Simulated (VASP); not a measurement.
# InP (F-43m) in VASP: a series of runs, part 3 of 3

VASP 6.6.1.

**4. Relaxation of cell and atoms, r2SCAN, target pressure 7 GPa, at which the enthalpy is minimised**

Input file POSCAR:

```
InP
1.0
    0.0000000000      2.9536850844      2.9536850844
    2.9536850844      0.0000000000      2.9536850844
    2.9536850844      2.9536850844      0.0000000000
In P
1 1
Direct
    0.0000000000      0.0000000000      0.0000000000
    0.7500000000      0.7500000000      0.7500000000
```

Input file INCAR.step1:

```
PREC = Accurate ; ENCUT = 550
ISMEAR = 0 ; SIGMA = 0.01
LREAL = False ; LASPH = True
NELM = 120 ; GGA = PE
ALGO = Normal ; EDIFF = 1E-5
LWAVE = True ; LCHARG = False
GGA_COMPAT = False ; IBRION = 2
ISIF = 3 ; EDIFFG = -0.005
NELMIN = 4 ; NSW = 100
```

Input file INCAR.step2:

```
PREC = Accurate ; ENCUT = 550
EDIFF = 1E-7 ; ISMEAR = 0
SIGMA = 0.01 ; LREAL = False
LASPH = True ; NELM = 120
ALGO = Normal ; ISIF = 3
LWAVE = False ; LCHARG = False
METAGGA = R2SCAN ; LMIXTAU = True
IBRION = 2 ; NSW = 100
EDIFFG = -0.002 ; PSTRESS = 70.0
ISTART = 1 ; GGA_COMPAT = False
NELMIN = 4
```

Input file KPOINTS:

```
Automatic mesh
0
Gamma
  8 8 8
```

Potentials or basis: VASP PAW PBE potentials, release 64 (In_d, P).

The run is started by

```bash
cat potpaw_PBE.64/In_d/POTCAR potpaw_PBE.64/P/POTCAR > POTCAR
cp INCAR.step1 INCAR
mpirun -np 1 vasp_std > vasp.out
cp INCAR.step2 INCAR
mpirun -np 1 vasp_std > vasp.out
```

OUTCAR:

```text
PREC = Accurate
   ENCUT = 550
   EDIFF = 1E-7
   ISMEAR = 0
   LREAL = False
   LASPH = True
   NELM = 120
   ISIF = 3
   METAGGA = R2SCAN
   IBRION = 2
   NSW = 100
   EDIFFG = -0.002
   PSTRESS = 70.0
   ISTART = 1
   NELMIN = 4

 ion  position               nearest neighbor table
   1  0.000  0.000  0.000-   2 2.56   2 2.56   2 2.56   2 2.56
   2  0.750  0.750  0.750-   1 2.56   1 2.56   1 2.56   1 2.56

  LATTYP: Found a face centered cubic cell.
 ALAT       =     5.9073701688

  Lattice vectors:

 A1 = (   0.0000000000,   2.9536850844,   2.9536850844)
 A2 = (   2.9536850844,   0.0000000000,   2.9536850844)
 A3 = (   2.9536850844,   2.9536850844,   0.0000000000)

Analysis of symmetry for initial positions (statically):
=====================================================================
 Subroutine PRICEL returns:
 Original cell was already a primitive cell.

 Routine SETGRP: Setting up the symmetry group for a
 face centered cubic supercell.

 Subroutine GETGRP returns: Found 24 space group operations
 (whereof 24 operations were pure point group operations)
 out of a pool of 48 trial point group operations.

The static configuration has the point symmetry T_d .

Analysis of symmetry for dynamics (positions and initial velocities):
=====================================================================
 Subroutine PRICEL returns:
 Original cell was already a primitive cell.

 Routine SETGRP: Setting up the symmetry group for a
 face centered cubic supercell.

 Subroutine GETGRP returns: Found 24 space group operations
 (whereof 24 operations were pure point group operations)
 out of a pool of 48 trial point group operations.

The dynamic configuration has the point symmetry T_d .

 Subroutine INISYM returns: Found 24 space group operations
 (whereof 24 operations are pure point group operations),
 and found     1 'primitive' translations

----------------------------------------------------------------------------------------

                                     Primitive cell

  volume of cell :      51.5374

  direct lattice vectors                    reciprocal lattice vectors
     0.000000000  2.953685084  2.953685084    -0.169280064  0.169280064  0.169280064
     2.953685084  0.000000000  2.953685084     0.169280064 -0.169280064  0.169280064
     2.953685084  2.953685084  0.000000000     0.169280064  0.169280064 -0.169280064

  length of vectors
     4.177141505  4.177141505  4.177141505     0.293201671  0.293201671  0.293201671

  position of ions in fractional coordinates (direct lattice)
     0.000000000  0.000000000  0.000000000
     0.750000000  0.750000000  0.750000000

  ion indices of the primitive-cell ions
   primitive index   ion index
                 1           1
                 2           2

----------------------------------------------------------------------------------------

 KPOINTS: Automatic mesh

Automatic generation of k-mesh.
 Grid dimensions read from file:
 generate k-points for:    8    8    8

 Generating k-lattice:

  Cartesian coordinates                     Fractional coordinates (reciprocal lattice)
    -0.021160008  0.021160008  0.021160008     0.125000000  0.000000000  0.000000000
     0.021160008 -0.021160008  0.021160008     0.000000000  0.125000000  0.000000000
     0.021160008  0.021160008 -0.021160008     0.000000000  0.000000000  0.125000000

  Length of vectors
     0.036650209  0.036650209  0.036650209

  Shift w.r.t. Gamma in fractional coordinates (k-lattice)
     0.000000000  0.000000000  0.000000000

 Subroutine IBZKPT returns following result:
 ===========================================

 Found     29 irreducible k-points:

 Following reciprocal coordinates:
            Coordinates               Weight
  0.000000  0.000000  0.000000      1.000000
  0.125000  0.000000  0.000000      8.000000
  0.250000  0.000000  0.000000      8.000000
  0.375000  0.000000  0.000000      8.000000
  0.500000  0.000000  0.000000      4.000000
  0.125000  0.125000  0.000000      6.000000
[... 16 lines left out ...]
  0.500000  0.250000  0.125000     48.000000
 -0.375000  0.250000  0.125000     24.000000
 [... further k-points ...]
   k-points           NKPTS =     29   k-points in BZ     NKDIM =     29   number of bands    NBANDS=     13
   number of dos      NEDOS =    301   number of ions     NIONS =      2
   total plane-waves  NPLWV =  32768
   dimension x,y,z NGX =    32 NGY =   32 NGZ =   32
   dimension x,y,z NGXF=    64 NGYF=   64 NGZF=   64
   ions per type =               1   1
   NGX,Y,Z   is equivalent  to a cutoff of  12.74, 12.74, 12.74 a.u.
   NGXF,Y,Z  is equivalent  to a cutoff of  25.47, 25.47, 25.47 a.u.
 SYSTEM =  unknown system
   PREC   = accura    normal or accurate (medium, high low for compatibility)
   ISTART =      1    job   : 0-new  1-cont  2-samecut
   ICHARG =      0    charge: 1-file 2-atom 10-const
   ISPIN  =      1    spin polarized calculation?
   LNONCOLLINEAR =      F non collinear calculations
   LSORBIT =      F    spin-orbit coupling
   LASPH  =      T    aspherical Exc in radial PAW
   ENCUT  =  550.0 eV  40.42 Ry    6.36 a.u.   7.99  7.99  7.99*2*pi/ulx,y,z
   NELM   =    120;   NELMIN=  4; NELMDL=  0     # of ELM steps
   EDIFF  = 0.1E-06   stopping-criterion for ELM
   LREAL  =      F    real-space projection
   EDIFFG = -.2E-02   stopping-criterion for IOM
   NSW    =    100    number of steps for IOM
   IBRION =      2    ionic relax: 0-MD 1-quasi-New 2-CG
   NFREE  =      1    steps in history (QN), initial steepest desc. (CG)
   ISIF   =      3    stress and relaxation
   ISYM   =      2    0-nonsym 1-usesym 2-fastsym
   POTIM  = 0.5000    time-step for ionic-motion
   TEBEG  =    0.0;   TEEND  =   0.0 temperature during run
   PSTRESS=   70.0 pullay stress
   NELECT =      18.0000    total number of electrons
   NUPDOWN=      -1.0000    fix difference up-down
   EMIN   =  10.00;   EMAX   =-10.00  energy-range for DOS
   EFERMI =   0.00;   METHOD = LEGACY
   ISMEAR =     0;   SIGMA  =   0.01  broadening in eV -4-tet -1-fermi 0-gaus
   EFERMI_NEDOS =   21; number of points for ismear=-14 and -15
   IALGO  =     38    algorithm
   IMIX   =      4    mixing-type and parameters
     AMIX     =   0.40;   BMIX     =  1.00
     AMIX_MAG =   1.60;   BMIX_MAG =  1.00
  volume/ion in A,a.u.               =      25.77       173.90
  Fermi-wavevector in a.u.,A,eV,Ry     =   1.152900  2.178664 18.084557  1.329177
  Thomas-Fermi vector in A             =   2.289547
   LORBIT       =      0    0 simple, 1 ext, 2 COOP (PROOUT), +10 PAW based schemes
   METAGGA = R2SCAN    functional components
   LHFCALC =     F    Hartree Fock is set to
   AEXX    =    0.0000 exact exchange contribution
   IVDW    =     0    specifies the selected vdW correction
   LEPSILON=     F    determine dielectric tensor
   LRPA    =     F    only Hartree local field effects (RPA)
 conjugate gradient relaxation of ions
 non-spin polarized calculation
 Gauss-broadening in eV      SIGMA  =   0.01
  energy-cutoff  :      550.00
  volume of cell :       51.54
 maximum number of plane-waves:      1540
   NGX = 15   NGY = 15   NGZ = 15

--------------------------------------- Ionic step        1  -------------------------------------------

 number of electron      18.0000009 magnetization

 Free energy of the ion-electron system (eV)
  ---------------------------------------------------
  ext. energy  EPLUGINS =         0.00000000
  ---------------------------------------------------
  free energy    TOTEN  =       -32.29770042 eV

  energy without entropy =      -32.29770042  energy(sigma->0) =      -32.29770042

 E-fermi :   4.8303     XC(G=0):  -9.7710

 val. band max:        4.7551365489   @ k =   0.0000   0.0000   0.0000
 cond. band min:       5.7857218509   @ k =   0.0000   0.0000   0.0000
 fundamental gap:      1.0305853019
 Fermi energy:         4.8302609260

 k-point     1 :       0.0000    0.0000    0.0000
  band No.  band energies     occupation
      1      -9.8565      2.00000
      2      -9.8565      2.00000
      3      -9.8565      2.00000
      4      -9.6898      2.00000
      5      -9.6898      2.00000
      6      -7.0807      2.00000
      7       4.7551      2.00000
      8       4.7551      2.00000
      9       4.7551      2.00000
     10       5.7857      0.00000
     11       9.1952      0.00000
     12       9.1952      0.00000
     13       9.1952      0.00000
[... 555 lines left out ...]
  enthalpy is  TOTEN    =       -30.1477621135 eV   P V=        2.0668118496

--------------------------------------- Ionic step        6  -------------------------------------------

 number of electron      17.9999994 magnetization

 Free energy of the ion-electron system (eV)
  ---------------------------------------------------
  ext. energy  EPLUGINS =         0.00000000
  ---------------------------------------------------
  free energy    TOTEN  =       -32.21351556 eV

  energy without entropy =      -32.21351556  energy(sigma->0) =      -32.21351556

 E-fermi :   5.7797     XC(G=0): -10.1798

 val. band max:        5.7287540861   @ k =   0.0000   0.0000   0.0000
 cond. band min:       7.2609590068   @ k =   0.0000   0.0000   0.0000
 fundamental gap:      1.5322049207
 Fermi energy:         5.7796647146

 k-point     1 :       0.0000    0.0000    0.0000
  band No.  band energies     occupation
      1      -9.0679      2.00000
      2      -9.0679      2.00000
      3      -9.0679      2.00000
      4      -8.8511      2.00000
      5      -8.8511      2.00000
      6      -6.7357      2.00000
      7       5.7288      2.00000
      8       5.7288      2.00000
      9       5.7288      2.00000
     10       7.2610      0.00000
     11      10.1596      0.00000
     12      10.1596      0.00000
     13      10.1596      0.00000
[... 397 lines left out ...]
  FREE ENERGIE OF THE ION-ELECTRON SYSTEM (eV)
  ---------------------------------------------------
  free  energy   TOTEN  =       -32.2135155563 eV

  energy  without entropy=      -32.2135155563  energy(sigma->0) =      -32.21351556

  enthalpy is  TOTEN    =       -30.1477652693 eV   P V=        2.0657502871

 reached required accuracy - stopping structural energy minimisation
```

It took 2.5 min on 1 thread of Intel Xeon 6975P-C (Granite Rapids), shared host; peak memory 0.21 GiB.

Results:

- Free energy: -32.2135 eV
- Relaxed volume: 23.64 Å³/atom
- Relaxed cell: a = 4.059 Å, b = 4.059 Å, c = 4.059 Å, α = 60.00°, β = 60.00°, γ = 60.00°
- Space group after relaxing (to 0.1 Å): F-43m (No. 216)
- Energy change on relaxing (the run minimises the enthalpy): +42.1 meV/atom
- Ionic steps: 6
- Pressure after relaxing: 7.0 GPa
- Band gap on the k mesh: 1.53 eV

The path:
| step | energy change (eV) | largest force (eV/Å) | pressure (GPa) | volume (Å³) |
| --- | --- | --- | --- | --- |
| 1 | 0.0000 | 0.0000 | -0.12 | 51.54 |
| 2 | 0.3615 | 0.0000 | 16.90 | 43.45 |
| 3 | 0.0815 | 0.0000 | 6.88 | 47.34 |
| 4 | 0.0850 | 0.0000 | 7.05 | 47.26 |
| 5 | 0.0831 | 0.0000 | 6.97 | 47.31 |
| 6 | 0.0842 | 0.0000 | 7.01 | 47.28 |

Final structure:
```
In P
1.0
     0.00000    2.87003    2.87003
     2.87003    0.00000    2.87003
     2.87003    2.87003    0.00000
In P
1 1
Direct
  0.00000 0.00000 0.00000
  0.75000 0.75000 0.75000
```

Caveat: the cell is relaxed towards a set pressure, so the run minimises the enthalpy, not the energy; the PAW data sets were made with another functional, which shifts forces and pressure a little; spin-orbit coupling is left out, which moves the levels of the heavy elements.

**5. Relaxation of cell and atoms, r2SCAN, target pressure 10 GPa, at which the enthalpy is minimised**

POSCAR is that of step 4.

Input file INCAR.step1:

```
  PREC = Accurate
  ENCUT = 550
  ISMEAR = 0
  SIGMA = 0.01
  LREAL = F
  LASPH = T
  NELM = 120
  GGA = PE
  ALGO = Normal
  EDIFF = 1E-5
  LWAVE = T
  LCHARG = F
  GGA_COMPAT = F
  IBRION = 2
  ISIF = 3
  EDIFFG = -0.005
  NELMIN = 4
  NSW = 100
```

Input file INCAR.step2:

```
  PREC = Accurate
  ENCUT = 550
  EDIFF = 1E-7
  ISMEAR = 0
  SIGMA = 0.01
  LREAL = F
  LASPH = T
  NELM = 120
  ALGO = Normal
  ISIF = 3
  LWAVE = F
  LCHARG = F
  METAGGA = R2SCAN
  LMIXTAU = T
  IBRION = 2
  NSW = 100
  EDIFFG = -0.002
  PSTRESS = 100.0
  ISTART = 1
  GGA_COMPAT = F
  NELMIN = 4
```

Input file KPOINTS:

```
regular mesh
0
Gamma
  8 8 8
```

The run is started by

```bash
cat potpaw_PBE.64/In_d/POTCAR potpaw_PBE.64/P/POTCAR > POTCAR
cp INCAR.step1 INCAR
mpirun -np 1 vasp_std > vasp.out
cp INCAR.step2 INCAR
mpirun -np 1 vasp_std > vasp.out
```

Wall time 3 min (1 thread of Intel Xeon 6975P-C (Granite Rapids), shared host); peak memory 0.21 GiB.

The run converged. Its results:

```
Free energy                                                : -32.1429 eV
Relaxed volume                                             : 22.97 Å³/atom
Relaxed cell                                               : a = 4.020 Å, b = 4.020 Å, c = 4.020 Å, α = 60.00°, β = 60.00°, γ = 60.00°
Space group after relaxing (to 0.1 Å)                      : F-43m (No. 216)
Energy change on relaxing (the run minimises the enthalpy) : +77.4 meV/atom
Ionic steps                                                : 7
Pressure after relaxing                                    : 10.0 GPa
Band gap on the k mesh                                     : 1.70 eV
```

Step by step:
| step | energy change (eV) | largest force (eV/Å) | pressure (GPa) | volume (Å³) |
| --- | --- | --- | --- | --- |
| 1 | 0.0000 | 0.0000 | -0.12 | 51.54 |
| 2 | 0.8006 | 0.0000 | 28.70 | 40.32 |
| 3 | 0.1456 | 0.0000 | 9.65 | 46.09 |
| 4 | 0.1534 | 0.0000 | 9.95 | 45.97 |
| 5 | 0.1602 | 0.0000 | 10.21 | 45.86 |
| 6 | 0.1488 | 0.0000 | 9.78 | 46.04 |
| 7 | 0.1548 | 0.0000 | 10.01 | 45.95 |

Final structure:
```
In P
1.0
     0.00000    2.84275    2.84275
     2.84275    0.00000    2.84275
     2.84275    2.84275    0.00000
In P
1 1
Direct
  0.00000 0.00000 0.00000
  0.75000 0.75000 0.75000
```

Levels at points of the mesh, in eV from the valence-band top:
| k point | band 6 | band 7 | band 8 | band 9 | band 10 | band 11 | band 12 | band 13 |
| --- | --- | --- | --- | --- | --- | --- | --- | --- |
| (0.00, 0.00, 0.00) | -12.69 | 0.00 | 0.00 | 0.00 | 1.70 | 4.42 | 4.42 | 4.42 |
| (0.50, 0.00, 0.00) | -10.54 | -6.43 | -1.16 | -1.16 | 2.10 | 5.15 | 5.15 | 7.72 |
| (0.50, 0.50, 0.00) | -9.76 | -6.32 | -2.75 | -2.75 | 1.84 | 2.52 | 10.54 | 10.95 |

Caveat: the cell is relaxed towards a set pressure, so the run minimises the enthalpy, not the energy; the PAW data sets were made with another functional, which shifts forces and pressure a little; spin-orbit coupling is left out, which moves the levels of the heavy elements. A k mesh can miss the band edges.

**6. Summary**

```csv
cell,gap on the mesh (eV),pressure (GPa)
relaxed to 2 GPa,1.20,2.0
relaxed to 4 GPa,1.34,4.0
relaxed to 7 GPa,1.53,7.0
relaxed to 10 GPa,1.70,10.0
```

Alike in all rows: task relaxation of cell and atoms; level r2SCAN; potentials or basis VASP PAW PBE potentials, release 64 (In_d, P); no spin polarisation; k mesh 8 × 8 × 8; cutoff (eV) 550; smearing gaussian 0.01 eV.

Caveats: the cell is relaxed towards a set pressure, so the run minimises the enthalpy, not the energy; the PAW data sets were made with another functional, which shifts forces and pressure a little; spin-orbit coupling is left out, which moves the levels of the heavy elements.

Total energies depend on the potentials used, so only differences within one code and one set of settings carry meaning.
